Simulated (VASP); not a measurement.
Wanted: the native input for a VASP 6.6.1 run.

```yaml
Task: single point
Functional: PBEsol
Potentials_or_basis: VASP PAW PBE potentials, release 64 (Ti_sv)
Cutoff: 520 eV
k_mesh: 14 × 14 × 14
Occupations: fermi-dirac, width 0.08 eV
Spin: no spin polarisation
Dipole_correction: no
Further_INCAR_settings: ALGO = Normal; EDIFF = 1e-07; NBANDS = 12
```

The structure of Ti lies in POSCAR:

```
Ti
1.0
    1.9891971254      0.0000000000      0.0000000000
    0.0000000000      1.9891971254      0.0000000000
    0.0000000000      0.0000000000      1.9891971254
Ti
1
Direct
    0.0000000000      0.0000000000      0.0000000000
```

This cell differs from its parent crystal: volume scaled by 0.45.

These files were run (other wordings do the same):

INCAR

```
PREC = Accurate
ENCUT = 520
EDIFF = 1E-7
ISMEAR = -1
SIGMA = 0.08
LREAL = False
LASPH = True
NELM = 100
ALGO = Normal
ISIF = 2
LWAVE = False
LCHARG = True
GGA = PS
LELF = True
LVHAR = True
NBANDS = 12
```

KPOINTS

```
Automatic mesh
0
Gamma
  14 14 14
```

Potentials or basis: VASP PAW PBE potentials, release 64 (Ti_sv).

Run with:

```sh
$ cat potpaw_PBE.64/Ti_sv/POTCAR > POTCAR
$ mpirun -np 1 vasp_std > vasp.out
```

It gave:

| Property | Result |
| --- | --- |
| Pressure | 301.9 GPa |
| Band gap on the k mesh | zero (band 6 reaches 21.04 eV, above the bottom of band 7 at 14.08 eV) |

Caveat: the PAW data sets were made with another functional, which shifts forces and pressure a little.

It took 8.6 s on 1 thread of AMD EPYC 7R43 64-Core Processor (Zen 3) (shared host), peak memory 0.09 GiB.
